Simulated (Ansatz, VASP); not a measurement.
**Two plane-wave programs on Sc**

```
Sc
1.0
     3.31000    0.00000    0.00000
    -1.65500    2.86654    0.00000
     0.00000    0.00000    5.27614
Sc
2
Direct
  0.33333 0.66667 0.75000
  0.66667 0.33333 0.25000
```

Alike in both runs: task relaxation of cell and atoms; functional LDA; k mesh 14 × 14 × 8; occupations gaussian, width 0.05 eV; no spin polarisation.

```csv
,VASP,Ansatz
version,VASP 6.6.1,Ansatz 0.2.0
potentials or method,"VASP PAW LDA potentials, release 64 (Sc_sv), cutoff 600 eV","scalar-relativistic, plane waves, PAW"
valence electrons in the cell,22,22
```

Ansatz gave:

```
relaxed volume (Å³/atom)                                        : 22.50
relaxed length of the cell vector where the two differ most in proportion (Å) : 3.227
```

Which values does VASP return?

Relaxed volume (Å³/atom): 22.54; relaxed length of the cell vector where the two differ most in proportion (Å): 3.231.

LDA's correlation is that of Perdew and Zunger in VASP and of Perdew and Wang (1992) in Ansatz.
